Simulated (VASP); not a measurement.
A run of VASP 6.6.1 is set up as follows.

The input INCAR:

```
SYSTEM = Sr
  PREC = Accurate
  ENCUT = 520
  EDIFF = 1E-7
  ISMEAR = -1
  SIGMA = 0.08
  LREAL = .FALSE.
  LASPH = .TRUE.
  NELM = 150
  ALGO = Normal
  ISIF = 2
  LWAVE = .FALSE.
  LCHARG = .TRUE.
  ISPIN = 2
  MAGMOM = -0.5
  LORBIT = 11
  LELF = .TRUE.
  LVHAR = .TRUE.
  NBANDS = 15
```

The input KPOINTS:

```
regular mesh
0
G
  11 11 11
  0 0 0
```

Contents of POSCAR:

```
Sr
1.0
   -1.7238033781      1.7238033781      1.7238033781
    1.7238033781     -1.7238033781      1.7238033781
    1.7238033781      1.7238033781     -1.7238033781
Sr
1
Direct
    0.0000000000      0.0000000000      0.0000000000
```

Potentials or basis: VASP PAW LDA potentials, release 64 (Sr_sv).

The run is started by

```sh
$ cat potpaw_LDA.64/Sr_sv/POTCAR > POTCAR
$ mpirun -np 1 vasp_std > vasp.out
```

Predict the pressure.

41.2 GPa.

Estimate the net moment.

0.00 μB per cell.

Estimate the band gap on the k mesh.

zero (filled and empty bands overlap).

Caveat: the cell stands under pressure.
